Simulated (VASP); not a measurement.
# TaN (Fm-3m) in VASP: notebook

TaN is run at these levels: PBE; tasks: single point.

Program: VASP 6.6.1. These are calculated values, not measurements. Logs are shortened: lines on timing, memory, paths and dates and some standing lists are left out, and cuts for length are marked.

### Step 1. The cell of the first run

The structure is cubic, space group Fm-3m (No. 225). The conventional cell has a = 4.358 Å, b = 4.358 Å, c = 4.358 Å, α = 90.00°, β = 90.00°, γ = 90.00°. Ta (site symmetry m-3m) has 6 N at 2.18 Å within 2.9 Å. N (site symmetry m-3m) has 6 Ta at 2.18 Å within 2.9 Å.

### Step 2. Single point, PBE

INCAR

```
PREC     = Accurate       # precision mode
ENCUT    = 520            # plane-wave cutoff, eV
EDIFF    = 1E-6           # SCF threshold, eV
ISMEAR   = 1              # smearing method
SIGMA    = 0.1            # smearing width, eV
LREAL    = False          # projectors in reciprocal space
LASPH    = True           # aspherical terms in the spheres
NELM     = 60             # most SCF steps
ALGO     = Normal         # electronic algorithm
ISIF     = 2              # what is computed and relaxed
LWAVE    = False          # write WAVECAR
LCHARG   = False          # write CHGCAR
GGA      = PE             # functional
NBANDS   = 15             # bands
```

KPOINTS

```
regular mesh
0
Gamma
  3 3 3
```

POSCAR

```
TaN
1.0
    0.0000000000      2.1790000000      2.1790000000
    2.1790000000      0.0000000000      2.1790000000
    2.1790000000      2.1790000000      0.0000000000
Ta N
1 1
Direct
    0.5000000000      0.5000000000      0.5000000000
    0.0000000000      0.0000000000      0.0000000000
```

Potentials or basis: VASP PAW PBE potentials, release 64 (Ta_pv, N).

Started as:

```console
$ cat potpaw_PBE.64/Ta_pv/POTCAR potpaw_PBE.64/N/POTCAR > POTCAR
$ mpirun -np 1 vasp_std > vasp.out
```

OUTCAR:

```text
PREC = Accurate
   ENCUT = 520
   EDIFF = 1E-6
   ISMEAR = 1
   LREAL = False
   LASPH = True
   NELM = 60
   ISIF = 2
   GGA = PE

 ion  position               nearest neighbor table
   1  0.500  0.500  0.500-   2 2.18   2 2.18   2 2.18   2 2.18   2 2.18   2 2.18
   2  0.000  0.000  0.000-   1 2.18   1 2.18   1 2.18   1 2.18   1 2.18   1 2.18

  LATTYP: Found a face centered cubic cell.
 ALAT       =     4.3580000000

  Lattice vectors:

 A1 = (   0.0000000000,   2.1790000000,   2.1790000000)
 A2 = (   2.1790000000,   0.0000000000,   2.1790000000)
 A3 = (   2.1790000000,   2.1790000000,   0.0000000000)

Analysis of symmetry for initial positions (statically):
=====================================================================
 Subroutine PRICEL returns:
 Original cell was already a primitive cell.

 Routine SETGRP: Setting up the symmetry group for a
 face centered cubic supercell.

 Subroutine GETGRP returns: Found 48 space group operations
 (whereof 48 operations were pure point group operations)
 out of a pool of 48 trial point group operations.

The static configuration has the point symmetry O_h .

Analysis of symmetry for dynamics (positions and initial velocities):
=====================================================================
 Subroutine PRICEL returns:
 Original cell was already a primitive cell.

 Routine SETGRP: Setting up the symmetry group for a
 face centered cubic supercell.

 Subroutine GETGRP returns: Found 48 space group operations
 (whereof 48 operations were pure point group operations)
 out of a pool of 48 trial point group operations.

The dynamic configuration has the point symmetry O_h .

 Subroutine INISYM returns: Found 48 space group operations
 (whereof 48 operations are pure point group operations),
 and found     1 'primitive' translations

----------------------------------------------------------------------------------------

                                     Primitive cell

  volume of cell :      20.6920

  direct lattice vectors                    reciprocal lattice vectors
     0.000000000  2.179000000  2.179000000    -0.229463056  0.229463056  0.229463056
     2.179000000  0.000000000  2.179000000     0.229463056 -0.229463056  0.229463056
     2.179000000  2.179000000  0.000000000     0.229463056  0.229463056 -0.229463056

  length of vectors
     3.081571352  3.081571352  3.081571352     0.397441672  0.397441672  0.397441672

  position of ions in fractional coordinates (direct lattice)
     0.500000000  0.500000000  0.500000000
     0.000000000  0.000000000  0.000000000

  ion indices of the primitive-cell ions
   primitive index   ion index
                 1           1
                 2           2

----------------------------------------------------------------------------------------

 KPOINTS: regular mesh

Automatic generation of k-mesh.
 Grid dimensions read from file:
 generate k-points for:    3    3    3

 Generating k-lattice:

  Cartesian coordinates                     Fractional coordinates (reciprocal lattice)
    -0.076487685  0.076487685  0.076487685     0.333333333  0.000000000  0.000000000
     0.076487685 -0.076487685  0.076487685     0.000000000  0.333333333  0.000000000
     0.076487685  0.076487685 -0.076487685     0.000000000  0.000000000  0.333333333

  Length of vectors
     0.132480557  0.132480557  0.132480557

  Shift w.r.t. Gamma in fractional coordinates (k-lattice)
     0.000000000  0.000000000  0.000000000

 Subroutine IBZKPT returns following result:
 ===========================================

 Found      4 irreducible k-points:

 Following reciprocal coordinates:
            Coordinates               Weight
  0.000000  0.000000  0.000000      1.000000
  0.333333  0.000000  0.000000      8.000000
  0.333333  0.333333  0.000000      6.000000
 -0.333333  0.333333  0.000000     12.000000
   k-points           NKPTS =      4   k-points in BZ     NKDIM =      4   number of bands    NBANDS=     15
   number of dos      NEDOS =    301   number of ions     NIONS =      2
   total plane-waves  NPLWV =  13824
   dimension x,y,z NGX =    24 NGY =   24 NGZ =   24
   dimension x,y,z NGXF=    48 NGYF=   48 NGZF=   48
   ions per type =               1   1
   NGX,Y,Z   is equivalent  to a cutoff of  12.95, 12.95, 12.95 a.u.
   NGXF,Y,Z  is equivalent  to a cutoff of  25.90, 25.90, 25.90 a.u.
 SYSTEM =  unknown system
   PREC   = accura    normal or accurate (medium, high low for compatibility)
   ISTART =      0    job   : 0-new  1-cont  2-samecut
   ICHARG =      2    charge: 1-file 2-atom 10-const
   ISPIN  =      1    spin polarized calculation?
   LNONCOLLINEAR =      F non collinear calculations
   LSORBIT =      F    spin-orbit coupling
   LASPH  =      T    aspherical Exc in radial PAW
   ENCUT  =  520.0 eV  38.22 Ry    6.18 a.u.   5.73  5.73  5.73*2*pi/ulx,y,z
   NELM   =     60;   NELMIN=  2; NELMDL= -5     # of ELM steps
   EDIFF  = 0.1E-05   stopping-criterion for ELM
   LREAL  =      F    real-space projection
   EDIFFG = 0.1E-04   stopping-criterion for IOM
   NSW    =      0    number of steps for IOM
   IBRION =     -1    ionic relax: 0-MD 1-quasi-New 2-CG
   NFREE  =      0    steps in history (QN), initial steepest desc. (CG)
   ISIF   =      2    stress and relaxation
   ISYM   =      2    0-nonsym 1-usesym 2-fastsym
   POTIM  = 0.5000    time-step for ionic-motion
   TEBEG  =    0.0;   TEEND  =   0.0 temperature during run
   PSTRESS=    0.0 pullay stress
   NELECT =      16.0000    total number of electrons
   NUPDOWN=      -1.0000    fix difference up-down
   EMIN   =  10.00;   EMAX   =-10.00  energy-range for DOS
   EFERMI =   0.00;   METHOD = LEGACY
   ISMEAR =     1;   SIGMA  =   0.10  broadening in eV -4-tet -1-fermi 0-gaus
   EFERMI_NEDOS =   21; number of points for ismear=-14 and -15
   IALGO  =     38    algorithm
   IMIX   =      4    mixing-type and parameters
     AMIX     =   0.40;   BMIX     =  1.00
     AMIX_MAG =   1.60;   BMIX_MAG =  1.00
  volume/ion in A,a.u.               =      10.35        69.82
  Fermi-wavevector in a.u.,A,eV,Ry     =   1.502615  2.839530 30.719922  2.257851
  Thomas-Fermi vector in A             =   2.613832
   LORBIT       =      0    0 simple, 1 ext, 2 COOP (PROOUT), +10 PAW based schemes
   GGA     = PE    functional components
   LHFCALC =     F    Hartree Fock is set to
   AEXX    =    0.0000 exact exchange contribution
   IVDW    =     0    specifies the selected vdW correction
   LEPSILON=     F    determine dielectric tensor
   LRPA    =     F    only Hartree local field effects (RPA)
 non-spin polarized calculation
 Methfessel and Paxton  Order N= 1 SIGMA  =   0.10
  energy-cutoff  :      520.00
  volume of cell :       20.69
 maximum number of plane-waves:       562
   NGX = 11   NGY = 11   NGZ = 11

 number of electron      16.0000000 magnetization

 Free energy of the ion-electron system (eV)
  ---------------------------------------------------
  ext. energy  EPLUGINS =         0.00000000
  ---------------------------------------------------
  free energy    TOTEN  =       -21.27579897 eV

  energy without entropy =      -21.26606706  energy(sigma->0) =      -21.27255500

 E-fermi :   9.9346     XC(G=0): -13.5927

 val. band max:        9.9273221217   @ k =   0.3333   0.0000   0.0000
 cond. band min:      10.4773656622   @ k =   0.3333   0.0000   0.0000
 fundamental gap:      0.5500435405
 Fermi energy:         9.9345826562

 k-point     1 :       0.0000    0.0000    0.0000
  band No.  band energies     occupation
      1     -25.9225      2.00000
      2     -25.9225      2.00000
      3     -25.9225      2.00000
      4      -9.1717      2.00000
      5       6.0350      2.00000
      6       6.0350      2.00000
      7       6.0350      2.00000
      8       7.6544      2.00000
      9       7.6544      2.00000
     10       7.6544      2.00000
     11       9.9027      1.50988
     12       9.9027      1.50988
     13      11.6429     -0.00000
     14      19.2435      0.00000
     15      22.1953      0.00000

 k-point     2 :       0.3333    0.0000    0.0000
  band No.  band energies     occupation
      1     -26.6408      2.00000
      2     -25.9902      2.00000
      3     -25.9902      2.00000
      4      -6.9628      2.00000
      5       0.7012      2.00000
      6       2.7208      2.00000
      7       2.7208      2.00000
      8       9.9273      1.12253
      9      10.4774     -0.00000
     10      10.4774     -0.00000
     11      15.0923      0.00000
     12      15.6611      0.00000
     13      15.6611      0.00000
     14      22.0810      0.00000
     15      22.3235      0.00000

 k-point     3 :       0.3333    0.3333    0.0000
  band No.  band energies     occupation
      1     -26.5491      2.00000
      2     -26.1567      2.00000
      3     -26.1567      2.00000
      4      -7.6763      2.00000
      5       1.7635      2.00000
      6       4.8314      2.00000
      7       4.9802      2.00000
      8       4.9802      2.00000
      9      11.4137     -0.00000
     10      12.7939      0.00000
     11      12.7939      0.00000
     12      13.4237      0.00000
     13      18.6364      0.00000
     14      21.7941      0.00000
     15      22.2485      0.00000

 k-point     4 :      -0.3333    0.3333    0.0000
  band No.  band energies     occupation
      1     -26.5417      2.00000
      2     -26.4913      2.00000
      3     -26.1085      2.00000
      4      -6.9095      2.00000
      5       1.2098      2.00000
      6       2.9464      2.00000
      7       3.0047      2.00000
      8       8.9865      2.00000
      9      11.7975     -0.00000
     10      11.8029     -0.00000
     11      14.1749      0.00000
     12      16.5183      0.00000
     13      19.7031      0.00000
     14      21.2898      0.00000
     15      21.3154      0.00000

------------------------ aborting loop because EDIFF is reached ----------------------------------------

  FORCE on cell =-STRESS in cart. coord.  units (eV):
  Direction    XX          YY          ZZ          XY          YZ          ZX
  --------------------------------------------------------------------------------------
  -------------------------------------------------------------------------------------
  Total        2.8553908      2.8553908      2.8553908      0.0000000     -0.0000000      0.0000000
  in kB      221.0927255    221.0927255    221.0927255      0.0000000     -0.0000000      0.0000000
  external PRESSURE =     221.0927255 kB  Pullay stress =       0.0000000 kB

 VOLUME and BASIS-vectors are now :
 -----------------------------------------------------------------------------
  energy-cutoff  :      520.00
  volume of cell :       20.69
      direct lattice vectors                 reciprocal lattice vectors
     0.000000000  2.179000000  2.179000000    -0.229463056  0.229463056  0.229463056
     2.179000000  0.000000000  2.179000000     0.229463056 -0.229463056  0.229463056
     2.179000000  2.179000000  0.000000000     0.229463056  0.229463056 -0.229463056

 POSITION                                       TOTAL-FORCE (eV/Angst)
 -----------------------------------------------------------------------------------
      2.17900      2.17900      2.17900         0.000000      0.000000      0.000000
      0.00000      0.00000      0.00000        -0.000000     -0.000000     -0.000000
 -----------------------------------------------------------------------------------
    total drift:                                0.000000     -0.000000     -0.000000

  FREE ENERGIE OF THE ION-ELECTRON SYSTEM (eV)
  ---------------------------------------------------
  free  energy   TOTEN  =       -21.2757989740 eV

  energy  without entropy=      -21.2660670621  energy(sigma->0) =      -21.27255500
```

It took 2.8 s on 1 thread of Intel Xeon Platinum 8375C at 2.90GHz (Ice Lake), shared host; peak memory 0.13 GiB.

What came out:

| Property | Result |
| --- | --- |
| Free energy | -21.2758 eV |
| Pressure | 22.1 GPa |
| Band gap on the k mesh | zero (band 8 reaches 9.93 eV, above the bottom of band 9 at 7.65 eV) |

Caveat: the k points lie up to 0.83 Å⁻¹ apart; spin-orbit coupling is left out, which moves the levels of the heavy elements.

### Step 3. Single point, PBE

INCAR

```
ALGO = Normal ; EDIFF = 1E-6
ENCUT = 520 ; GGA = PE
ISIF = 2 ; ISMEAR = 1
LASPH = True ; LCHARG = False
LREAL = False ; LWAVE = False
NBANDS = 15 ; NELM = 60
PREC = Accurate ; SIGMA = 0.1
```

KPOINTS

```
k-points
0
Gamma
  4 4 4
```

POSCAR is that of step 2.

Potentials or basis: VASP PAW PBE potentials, release 64 (Ta_pv, N).

Started as:

```console
$ cat potpaw_PBE.64/Ta_pv/POTCAR potpaw_PBE.64/N/POTCAR > POTCAR
$ mpirun -np 1 vasp_std > vasp.out
```

It took 3.9 s on 1 thread of Intel Xeon Platinum 8375C at 2.90GHz (Ice Lake), shared host; peak memory 0.14 GiB.

Results (log left out):

```
Free energy            : -21.7318 eV
Pressure               : 16.7 GPa
Band gap on the k mesh : zero (band 8 reaches 11.89 eV, above the bottom of band 9 at 7.71 eV)
```

Levels at points of the mesh, in eV from the Fermi level:
```
           k point  band 4  band 5  band 6  band 7  band 8  band 9  band 10  band 11  band 12  band 13
(0.00, 0.00, 0.00)  -18.94   -3.78   -3.78   -3.78   -1.92   -1.92    -1.92     0.34     0.34     1.95
(0.50, 0.00, 0.00)  -15.77  -10.41   -7.60   -7.60    2.26    2.26     2.30     4.15     8.04     8.04
(0.50, 0.50, 0.00)  -17.69   -6.53   -5.40   -4.57   -4.57    2.48     3.99     3.99     5.06     7.38
```

Caveat: the k points lie up to 0.62 Å⁻¹ apart; spin-orbit coupling is left out, which moves the levels of the heavy elements.

### Step 4. Single point, PBE

INCAR

```
ALGO     = Normal         # electronic algorithm
EDIFF    = 1E-6           # SCF threshold, eV
ENCUT    = 520            # plane-wave cutoff, eV
GGA      = PE             # functional
ISIF     = 2              # what is computed and relaxed
ISMEAR   = 1              # smearing method
LASPH    = True           # aspherical terms in the spheres
LCHARG   = False          # write CHGCAR
LREAL    = False          # projectors in reciprocal space
LWAVE    = False          # write WAVECAR
NBANDS   = 15             # bands
NELM     = 80             # most SCF steps
PREC     = Accurate       # precision mode
SIGMA    = 0.1            # smearing width, eV
```

KPOINTS

```
k-points
0
Gamma
  5 5 5
```

POSCAR is that of step 3.

Potentials or basis: VASP PAW PBE potentials, release 64 (Ta_pv, N).

Started as:

```console
$ cat potpaw_PBE.64/Ta_pv/POTCAR potpaw_PBE.64/N/POTCAR > POTCAR
$ mpirun -np 1 vasp_std > vasp.out
```

OUTCAR:

```text
EDIFF = 1E-6
   ENCUT = 520
   GGA = PE
   ISIF = 2
   ISMEAR = 1
   LASPH = True
   LREAL = False
   NELM = 80
   PREC = Accurate

 ion  position               nearest neighbor table
   1  0.500  0.500  0.500-   2 2.18   2 2.18   2 2.18   2 2.18   2 2.18   2 2.18
   2  0.000  0.000  0.000-   1 2.18   1 2.18   1 2.18   1 2.18   1 2.18   1 2.18

  LATTYP: Found a face centered cubic cell.
 ALAT       =     4.3580000000

  Lattice vectors:

 A1 = (   0.0000000000,   2.1790000000,   2.1790000000)
[... 349 lines left out ...]
------------------------ aborting loop because EDIFF is reached ----------------------------------------

  FORCE on cell =-STRESS in cart. coord.  units (eV):
  Direction    XX          YY          ZZ          XY          YZ          ZX
  --------------------------------------------------------------------------------------
  -------------------------------------------------------------------------------------
  Total        1.9229989      1.9229989      1.9229989     -0.0000000      0.0000000      0.0000000
  in kB      148.8976817    148.8976817    148.8976817     -0.0000000      0.0000000      0.0000000
  external PRESSURE =     148.8976817 kB  Pullay stress =       0.0000000 kB

 VOLUME and BASIS-vectors are now :
 -----------------------------------------------------------------------------
  energy-cutoff  :      520.00
  volume of cell :       20.69
      direct lattice vectors                 reciprocal lattice vectors
     0.000000000  2.179000000  2.179000000    -0.229463056  0.229463056  0.229463056
     2.179000000  0.000000000  2.179000000     0.229463056 -0.229463056  0.229463056
     2.179000000  2.179000000  0.000000000     0.229463056  0.229463056 -0.229463056

 POSITION                                       TOTAL-FORCE (eV/Angst)
 -----------------------------------------------------------------------------------
      2.17900      2.17900      2.17900         0.000000      0.000000      0.000000
      0.00000      0.00000      0.00000        -0.000000     -0.000000     -0.000000
 -----------------------------------------------------------------------------------
    total drift:                                0.000000     -0.000000     -0.000000

  FREE ENERGIE OF THE ION-ELECTRON SYSTEM (eV)
  ---------------------------------------------------
  free  energy   TOTEN  =       -21.8178043578 eV

  energy  without entropy=      -21.8189618551  energy(sigma->0) =      -21.81819019
```

OSZICAR:

```text
N       E                     dE             d eps       ncg     rms          rms(c)
DAV:   1     0.965442674622E+02    0.96544E+02   -0.88140E+03   300   0.114E+03
DAV:   2    -0.216752150426E+02   -0.11822E+03   -0.11119E+03   377   0.312E+02
DAV:   3    -0.247406044682E+02   -0.30654E+01   -0.30561E+01   321   0.471E+01
DAV:   4    -0.247520249237E+02   -0.11420E-01   -0.11406E-01   420   0.304E+00
DAV:   5    -0.247520697008E+02   -0.44777E-04   -0.44777E-04   321   0.176E-01    0.255E+01
DAV:   6    -0.219026377971E+02    0.28494E+01   -0.54902E+00   328   0.257E+01    0.108E+01
DAV:   7    -0.218494475280E+02    0.53190E-01   -0.37776E-01   356   0.545E+00    0.723E+00
DAV:   8    -0.218236991400E+02    0.25748E-01   -0.11846E-01   328   0.295E+00    0.168E+00
DAV:   9    -0.218178803499E+02    0.58188E-02   -0.16024E-02   328   0.105E+00    0.328E-01
DAV:  10    -0.218178189391E+02    0.61411E-04   -0.95731E-04   328   0.327E-01    0.467E-02
DAV:  11    -0.218178042765E+02    0.14663E-04   -0.31160E-05   328   0.652E-02    0.186E-02
DAV:  12    -0.218178043578E+02   -0.81287E-07   -0.47332E-06   314   0.185E-02
   1 F= -.21817804E+02 E0= -.21818190E+02  d E =0.115750E-02
```

stdout:

```text
POSCAR found type information on POSCAR TaN
 POSCAR found :  2 types and       2 ions
 scaLAPACK will be used
 LDA part: xc-table for (Slater+PW92), standard interpolation
 POSCAR, INCAR and KPOINTS ok, starting setup
 FFT: planning ... GRIDC
 FFT: planning ... GRID_SOFT
 FFT: planning ... GRID
 WAVECAR not read
 entering main loop
```

Run time: 3.9 s. Hardware: 1 thread of Intel Xeon Platinum 8375C at 2.90GHz (Ice Lake), shared host; peak memory 0.13 GiB.

What came out:

* Free energy: -21.8178 eV
* Pressure: 14.9 GPa
* Band gap on the k mesh: zero (band 8 reaches 10.84 eV, above the bottom of band 9 at 7.68 eV)

Caveat: the k points lie up to 0.50 Å⁻¹ apart; spin-orbit coupling is left out, which moves the levels of the heavy elements.

### Step 5. Overview

| k mesh | gap on the mesh (eV) | pressure (GPa) |
| --- | --- | --- |
| 3 × 3 × 3 | none | 22.1 |
| 4 × 4 × 4 | none | 16.7 |
| 5 × 5 × 5 | none | 14.9 |

Alike in all rows: task single point; level PBE; potentials or basis VASP PAW PBE potentials, release 64 (Ta_pv, N); no spin polarisation; cell as given; cutoff (eV) 520; smearing methfessel-paxton 0.1 eV.

Caveats: all runs use coarse meshes; spin-orbit coupling is left out, which moves the levels of the heavy elements.

Absolute energies hang on the potentials; compare differences alone.
